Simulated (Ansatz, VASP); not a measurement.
One calculation of Ca, two programs

```xyz
1
Lattice="3.7905 0.0000 0.0000 -1.8953 3.2827 0.0000 0.0000 0.0000 3.5418" Properties=species:S:1:pos:R:3 pbc="T T T"
Ca    0.0000    0.0000    0.0000
```

Alike in both runs: task relaxation of cell and atoms; functional PBEsol; k mesh 18 × 18 × 16; occupations gaussian, width 0.1 eV; no spin polarisation.

|  | VASP | Ansatz |
| --- | --- | --- |
| version | VASP 6.6.1 | Ansatz 0.2.0 |
| potentials or method | VASP PAW PBE potentials, release 64 (Ca_sv), cutoff 600 eV | scalar-relativistic, plane waves, PAW |
| valence electrons in the cell | 10 | 10 |

Ansatz gave:

| Quantity | Value |
| --- | --- |
| gap on the k mesh at the Fermi level, each at its own relaxed structure (eV) | none |
| relaxed volume (Å³/atom) | 40.84 |
| relaxed cell length with the largest relative difference (Å) | 3.442 |

Which values does VASP return?

gap on the k mesh at the Fermi level, each at its own relaxed structure (eV): none; relaxed volume (Å³/atom): 40.88; relaxed cell length with the largest relative difference (Å): 3.444.

VASP's potentials were made for PBE, not for PBEsol. A gap of «none» marks a metal or a gap that the smearing closes.
